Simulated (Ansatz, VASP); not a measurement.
## V in VASP and in Ansatz

Contents of INCAR:

```
PREC     = Accurate       # precision mode
ENCUT    = 520            # plane-wave cutoff, eV
EDIFF    = 1E-7           # SCF threshold, eV
ISMEAR   = -1             # smearing method
SIGMA    = 0.05           # smearing width, eV
LREAL    = False          # projectors in reciprocal space
LASPH    = True           # aspherical terms in the spheres
NELM     = 150            # most SCF steps
ALGO     = Normal         # electronic algorithm
ISIF     = 2              # what is computed and relaxed
LWAVE    = False          # write WAVECAR
LCHARG   = True           # write CHGCAR
ISPIN    = 2              # spin polarisation
MAGMOM   = 1.5            # initial moments
LORBIT   = 11             # projections on sites
NUPDOWN  = 1.5            # fixed moment
LMAXMIX  = 4              # l up to which the mixer works
GGA      = PS             # functional
LELF     = True           # ELF
LVHAR    = True         
NBANDS   = 16             # bands
```

KPOINTS

```
Automatic mesh
0
Gamma
  10 10 10
```

The input POSCAR:

```
V
1.0
   -1.5143500000      1.5143500000      1.5143500000
    1.5143500000     -1.5143500000      1.5143500000
    1.5143500000      1.5143500000     -1.5143500000
V
1
Direct
    0.0000000000      0.0000000000      0.0000000000
```

Contents of input.yaml:

```yaml
crystal:
  lattice:
    - [-1.51435, 1.51435, 1.51435]
    - [1.51435, -1.51435, 1.51435]
    - [1.51435, 1.51435, -1.51435]
  atoms:
    - { symbol: V, position: [0.0, 0.0, 0.0], spin: 1.5 }
hamiltonian:
  xc: pbesol
  pseudopotentials: { kind: paw }
magnetization:
  spin_polarized: true
  initial_magnetization: 1.5
  spin_locking: { lock_magnetization: hard }
kpoints:
  mp_grid: { grid: [10, 10, 10] }
scf:
  occupations: { method: fermi_dirac, width: 0.05 }
  lower_state_search: "off"
output:
  forces: true
  stress: true
  eigenvalues: true
  write_density: true
  write_potential: true
  elf: true
  volumetric_format: npy
```

Alike in both runs: task single point; functional PBEsol; k mesh 10 × 10 × 10; occupations fermi-dirac, width 0.05 eV; collinear spin; fixed moment 1.5 μB.

```csv
,VASP,Ansatz
version,VASP 6.6.1,Ansatz 0.2.0
potentials or method,"VASP PAW PBE potentials, release 64 (V_sv)",Ansatz PAW
plane-wave cutoff (eV),520,420
valence electrons in the cell,13,13
```

```csv
,VASP,Ansatz,Ansatz less VASP
pressure (GPa),-0.4,-0.6,-0.18
net moment per atom (μB),1.50,1.50,0.000
size of the moment on the site where the two differ most (μB),1.25,1.19,-0.056
```

VASP's potentials were made for PBE, not for PBEsol. Site moments also hang on the region over which each program counts them. The functional is the same, so the differences come from potentials, cutoffs and numerics.
